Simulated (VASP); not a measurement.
# Ir (Pm-3m) in VASP: a series of runs

The runs below take Ir through single point, with r2SCAN.

Everything below comes from runs of VASP 6.6.1. Logs are shortened: lines on timing, memory, paths and dates and some standing lists are left out, and cuts for length are marked.

## (1) The cell of the first run

The structure is cubic, space group Pm-3m (No. 221). Conventional cell: a = 2.553 Å, b = 2.553 Å, c = 2.553 Å, α = 90.00°, β = 90.00°, γ = 90.00°. Within 3.4 Å of Ir (site symmetry m-3m) lie 6 Ir at 2.55 Å.

This isn't the form of Ir at room conditions, which is fcc.

## (2) Single point, r2SCAN, collinear spin

POSCAR

```
Ir
1.0
    2.5528321554      0.0000000000      0.0000000000
    0.0000000000      2.5528321554      0.0000000000
    0.0000000000      0.0000000000      2.5528321554
Ir
1
Direct
    0.0000000000      0.0000000000      0.0000000000
```

INCAR.step1

```
SYSTEM = Ir
ALGO     = Normal         ! electronic algorithm
EDIFF    = 1E-4           ! SCF threshold, eV
ENCUT    = 520            ! plane-wave cutoff, eV
GGA      = PE             ! functional
ISMEAR   = -1             ! smearing method
ISPIN    = 2              ! spin polarisation
LASPH    = .TRUE.         ! aspherical terms in the spheres
LCHARG   = .FALSE.        ! write CHGCAR
LMAXMIX  = 4              ! l up to which the mixer works
LREAL    = .FALSE.        ! projectors in reciprocal space
LWAVE    = .TRUE.         ! write WAVECAR
MAGMOM   = 1              ! initial moments
NBANDS   = 14             ! bands
NELM     = 150            ! most SCF steps
PREC     = Accurate       ! precision mode
SIGMA    = 0.05           ! smearing width, eV
```

INCAR.step2

```
SYSTEM = Ir
ALGO     = Normal         ! electronic algorithm
EDIFF    = 1E-6           ! SCF threshold, eV
ENCUT    = 520            ! plane-wave cutoff, eV
ISIF     = 2              ! what is computed and relaxed
ISMEAR   = -1             ! smearing method
ISPIN    = 2              ! spin polarisation
ISTART   = 1            
LASPH    = .TRUE.         ! aspherical terms in the spheres
LCHARG   = .FALSE.        ! write CHGCAR
LMAXMIX  = 4              ! l up to which the mixer works
LMIXTAU  = .TRUE.       
LORBIT   = 11             ! projections on sites
LREAL    = .FALSE.        ! projectors in reciprocal space
LWAVE    = .FALSE.        ! write WAVECAR
MAGMOM   = 1              ! initial moments
METAGGA  = R2SCAN         ! meta-GGA
NBANDS   = 14             ! bands
NELM     = 150            ! most SCF steps
PREC     = Accurate       ! precision mode
SIGMA    = 0.05           ! smearing width, eV
```

KPOINTS

```
k-points
0
G
  13 13 13
  0 0 0
```

Potentials or basis: VASP PAW PBE potentials, release 64 (Ir).

Started as:

```sh
$ cat potpaw_PBE.64/Ir/POTCAR > POTCAR
$ cp INCAR.step1 INCAR
$ mpirun -np 1 vasp_std > vasp.out
$ cp INCAR.step2 INCAR
$ mpirun -np 1 vasp_std > vasp.out
```

OUTCAR:

```text
SYSTEM = Ir
   EDIFF = 1E-6
   ENCUT = 520
   ISIF = 2
   ISMEAR = -1
   ISPIN = 2
   ISTART = 1
   LASPH = .TRUE.
   LORBIT = 11
   LREAL = .FALSE.
   METAGGA = R2SCAN
   NELM = 150
   PREC = Accurate

 ion  position               nearest neighbor table
   1  0.000  0.000  0.000-

  LATTYP: Found a simple cubic cell.
 ALAT       =     2.5528321554

  Lattice vectors:

 A1 = (   2.5528321554,   0.0000000000,   0.0000000000)
 A2 = (   0.0000000000,   2.5528321554,   0.0000000000)
 A3 = (   0.0000000000,   0.0000000000,   2.5528321554)

Analysis of symmetry for initial positions (statically):
=====================================================================
 Subroutine PRICEL returns:
 Original cell was already a primitive cell.

 Routine SETGRP: Setting up the symmetry group for a
 simple cubic supercell.

 Subroutine GETGRP returns: Found 48 space group operations
 (whereof 48 operations were pure point group operations)
 out of a pool of 48 trial point group operations.

The static configuration has the point symmetry O_h .

Analysis of symmetry for dynamics (positions and initial velocities):
=====================================================================
 Subroutine PRICEL returns:
 Original cell was already a primitive cell.

 Routine SETGRP: Setting up the symmetry group for a
 simple cubic supercell.

 Subroutine GETGRP returns: Found 48 space group operations
 (whereof 48 operations were pure point group operations)
 out of a pool of 48 trial point group operations.

The dynamic configuration has the point symmetry O_h .

Analysis of structural, dynamic, and magnetic symmetry:
=====================================================================
 Subroutine PRICEL returns:
 Original cell was already a primitive cell.

 Routine SETGRP: Setting up the symmetry group for a
 simple cubic supercell.

 Subroutine GETGRP returns: Found 48 space group operations
 (whereof 48 operations were pure point group operations)
 out of a pool of 48 trial point group operations.

The overall configuration has the point symmetry O_h .

 Subroutine INISYM returns: Found 48 space group operations
 (whereof 48 operations are pure point group operations),
 and found     1 'primitive' translations

----------------------------------------------------------------------------------------

                                     Primitive cell

  volume of cell :      16.6367

  direct lattice vectors                    reciprocal lattice vectors
     2.552832155  0.000000000  0.000000000     0.391721797  0.000000000  0.000000000
     0.000000000  2.552832155  0.000000000     0.000000000  0.391721797  0.000000000
     0.000000000  0.000000000  2.552832155     0.000000000  0.000000000  0.391721797

  length of vectors
     2.552832155  2.552832155  2.552832155     0.391721797  0.391721797  0.391721797

  position of ions in fractional coordinates (direct lattice)
     0.000000000  0.000000000  0.000000000

  ion indices of the primitive-cell ions
   primitive index   ion index
                 1           1

----------------------------------------------------------------------------------------

 KPOINTS: k-points

Automatic generation of k-mesh.
 Grid dimensions read from file:
 generate k-points for:   13   13   13

 Generating k-lattice:

  Cartesian coordinates                     Fractional coordinates (reciprocal lattice)
     0.030132446  0.000000000  0.000000000     0.076923077  0.000000000  0.000000000
     0.000000000  0.030132446  0.000000000     0.000000000  0.076923077  0.000000000
     0.000000000  0.000000000  0.030132446     0.000000000  0.000000000  0.076923077

  Length of vectors
     0.030132446  0.030132446  0.030132446

  Shift w.r.t. Gamma in fractional coordinates (k-lattice)
     0.000000000  0.000000000  0.000000000

 Subroutine IBZKPT returns following result:
 ===========================================

 Found     84 irreducible k-points:

 Following reciprocal coordinates:
            Coordinates               Weight
  0.000000  0.000000  0.000000      1.000000
  0.076923  0.000000  0.000000      6.000000
  0.153846  0.000000  0.000000      6.000000
  0.230769  0.000000  0.000000      6.000000
  0.307692  0.000000  0.000000      6.000000
  0.384615  0.000000  0.000000      6.000000
[... 16 lines left out ...]
  0.307692  0.307692  0.000000     12.000000
  0.384615  0.307692  0.000000     24.000000
 [... further k-points ...]
   k-points           NKPTS =     84   k-points in BZ     NKDIM =     84   number of bands    NBANDS=     14
   number of dos      NEDOS =    301   number of ions     NIONS =      1
   total plane-waves  NPLWV =   8000
   dimension x,y,z NGX =    20 NGY =   20 NGZ =   20
   dimension x,y,z NGXF=    40 NGYF=   40 NGZF=   40
   ions per type =               1
   NGX,Y,Z   is equivalent  to a cutoff of  13.02, 13.02, 13.02 a.u.
   NGXF,Y,Z  is equivalent  to a cutoff of  26.05, 26.05, 26.05 a.u.
 SYSTEM =  Ir
   PREC   = accura    normal or accurate (medium, high low for compatibility)
   ISTART =      1    job   : 0-new  1-cont  2-samecut
   ICHARG =      0    charge: 1-file 2-atom 10-const
   ISPIN  =      2    spin polarized calculation?
   LNONCOLLINEAR =      F non collinear calculations
   LSORBIT =      F    spin-orbit coupling
   LASPH  =      T    aspherical Exc in radial PAW
   ENCUT  =  520.0 eV  38.22 Ry    6.18 a.u.   4.75  4.75  4.75*2*pi/ulx,y,z
   NELM   =    150;   NELMIN=  2; NELMDL=  0     # of ELM steps
   EDIFF  = 0.1E-05   stopping-criterion for ELM
   LREAL  =      F    real-space projection
   EDIFFG = 0.1E-04   stopping-criterion for IOM
   NSW    =      0    number of steps for IOM
   IBRION =     -1    ionic relax: 0-MD 1-quasi-New 2-CG
   NFREE  =      0    steps in history (QN), initial steepest desc. (CG)
   ISIF   =      2    stress and relaxation
   ISYM   =      2    0-nonsym 1-usesym 2-fastsym
   POTIM  = 0.5000    time-step for ionic-motion
   TEBEG  =    0.0;   TEEND  =   0.0 temperature during run
   PSTRESS=    0.0 pullay stress
   NELECT =       9.0000    total number of electrons
   NUPDOWN=      -1.0000    fix difference up-down
   EMIN   =  10.00;   EMAX   =-10.00  energy-range for DOS
   EFERMI =   0.00;   METHOD = LEGACY
   ISMEAR =    -1;   SIGMA  =   0.05  broadening in eV -4-tet -1-fermi 0-gaus
   EFERMI_NEDOS =   21; number of points for ismear=-14 and -15
   IALGO  =     38    algorithm
   IMIX   =      4    mixing-type and parameters
     AMIX     =   0.40;   BMIX     =  1.00
     AMIX_MAG =   1.60;   BMIX_MAG =  1.00
  volume/ion in A,a.u.               =      16.64       112.27
  Fermi-wavevector in a.u.,A,eV,Ry     =   1.333931  2.520764 24.209829  1.779372
  Thomas-Fermi vector in A             =   2.462752
   LORBIT       =     11    0 simple, 1 ext, 2 COOP (PROOUT), +10 PAW based schemes
   METAGGA = R2SCAN    functional components
   LHFCALC =     F    Hartree Fock is set to
   AEXX    =    0.0000 exact exchange contribution
   IVDW    =     0    specifies the selected vdW correction
   LEPSILON=     F    determine dielectric tensor
   LRPA    =     F    only Hartree local field effects (RPA)
 spin polarized calculation
  energy-cutoff  :      520.00
  volume of cell :       16.64
 maximum number of plane-waves:       462
 NGX is ok and might be reduce to    20
   NGX =  9   NGY =  9   NGZ =  9

 number of electron       9.0000001 magnetization      -0.0001674

 Free energy of the ion-electron system (eV)
  ---------------------------------------------------
  ext. energy  EPLUGINS =         0.00000000
  ---------------------------------------------------
  free energy    TOTEN  =       -51.34859634 eV

  energy without entropy =      -51.33486694  energy(sigma->0) =      -51.34173164

 E-fermi :   7.4855     XC(G=0): -13.9063

 val. band max:        7.4853109241   @ k =   0.3846   0.1538   0.0000
 cond. band min:       7.4927259215   @ k =   0.2308   0.2308   0.0000
 fundamental gap:      0.0074149974
 Fermi energy:         7.4854589991

 spin component 1

 k-point     1 :       0.0000    0.0000    0.0000
  band No.  band energies     occupation
      1      -1.9986      1.00000
      2       1.1621      1.00000
      3       1.1621      1.00000
      4       8.8959      0.00000
      5       8.8959      0.00000
      6       8.8959      0.00000
      7      24.0381      0.00000
      8      24.0381      0.00000
      9      24.0381      0.00000
     10      30.6457      0.00000
     11      33.2117      0.00000
     12      33.2117      0.00000
     13      37.7885      0.00000
     14      37.7885      0.00000
[... 375 lines left out ...]
 k-point    24 :       0.3846    0.3077    0.0000
  band No.  band energies     occupation
      1       1.7596      1.00000
      2       2.2434      1.00000
      3       6.1863      1.00000
      4       6.6146      1.00000
      5       7.2146      0.99558
      6       8.5395      0.00000
      7      16.1243      0.00000
      8      21.3350      0.00000
      9      25.9966      0.00000
     10      30.5297      0.00000
     11      33.2752      0.00000
     12      34.3716      0.00000
     13      37.6486      0.00000
     14      39.9783      0.00000

 [... further k-points ...]

 spin component 2

 k-point     1 :       0.0000    0.0000    0.0000
  band No.  band energies     occupation
      1      -1.9986      1.00000
      2       1.1620      1.00000
      3       1.1620      1.00000
      4       8.8957      0.00000
      5       8.8957      0.00000
      6       8.8957      0.00000
      7      24.0381      0.00000
      8      24.0381      0.00000
      9      24.0381      0.00000
     10      30.6456      0.00000
     11      33.2117      0.00000
     12      33.2117      0.00000
     13      37.7885      0.00000
     14      37.7885      0.00000
[... 375 lines left out ...]
 k-point    24 :       0.3846    0.3077    0.0000
  band No.  band energies     occupation
      1       1.7595      1.00000
      2       2.2433      1.00000
      3       6.1863      1.00000
      4       6.6144      1.00000
      5       7.2144      0.99560
      6       8.5395      0.00000
      7      16.1242      0.00000
      8      21.3349      0.00000
      9      25.9965      0.00000
     10      30.5297      0.00000
     11      33.2751      0.00000
     12      34.3716      0.00000
     13      37.6484      0.00000
     14      39.9782      0.00000

 [... further k-points ...]
[... 5 lines left out ...]
  --------------------------------------------------------------------------------------
  -------------------------------------------------------------------------------------
  Total        0.1652838      0.1652838      0.1652838     -0.0000000     -0.0000000     -0.0000000
  in kB       15.9174741     15.9174741     15.9174741     -0.0000000     -0.0000000     -0.0000000
  external PRESSURE =      15.9174741 kB  Pullay stress =       0.0000000 kB

 VOLUME and BASIS-vectors are now :
 -----------------------------------------------------------------------------
  energy-cutoff  :      520.00
  volume of cell :       16.64
      direct lattice vectors                 reciprocal lattice vectors
     2.552832155  0.000000000  0.000000000     0.391721797  0.000000000  0.000000000
     0.000000000  2.552832155  0.000000000     0.000000000  0.391721797  0.000000000
     0.000000000  0.000000000  2.552832155     0.000000000  0.000000000  0.391721797

 POSITION                                       TOTAL-FORCE (eV/Angst)
 -----------------------------------------------------------------------------------
      0.00000      0.00000      0.00000         0.000000      0.000000      0.000000
 -----------------------------------------------------------------------------------
    total drift:                               -0.000000      0.000000      0.000000

  FREE ENERGIE OF THE ION-ELECTRON SYSTEM (eV)
  ---------------------------------------------------
  free  energy   TOTEN  =       -51.3485963408 eV

  energy  without entropy=      -51.3348669411  energy(sigma->0) =      -51.34173164

 total charge

# of ion       s       p       d       tot
------------------------------------------
    1        0.744   0.534   7.049   8.327

 magnetization (x)

# of ion       s       p       d       tot
------------------------------------------
    1       -0.000  -0.000  -0.000  -0.000
```

Wall time 44 s (1 thread of Intel Xeon 6975P-C (Granite Rapids), shared host); peak memory 0.15 GiB.

What came out:

- Free energy: -51.3486 eV
- Pressure: 1.6 GPa
- Net moment: 0.00 μB per cell
- Valence electrons inside the program's atomic spheres: Ir 8.33

Levels at points of the mesh, in eV from the Fermi level:
Spin up:
```
           k point  band 1  band 2  band 3  band 4  band 5  band 6  band 7  band 8  band 9
(0.00, 0.00, 0.00)   -9.48   -6.32   -6.32    1.41    1.41    1.41   16.55   16.55   16.55
```
Spin down:
```
           k point  band 1  band 2  band 3  band 4  band 5  band 6  band 7  band 8  band 9
(0.00, 0.00, 0.00)   -9.48   -6.32   -6.32    1.41    1.41    1.41   16.55   16.55   16.55
```

Caveat: the PAW data sets were made with another functional, which shifts forces and pressure a little; spin-orbit coupling is left out, which moves the levels of the heavy elements.

(Continued in part 2 of 2.)
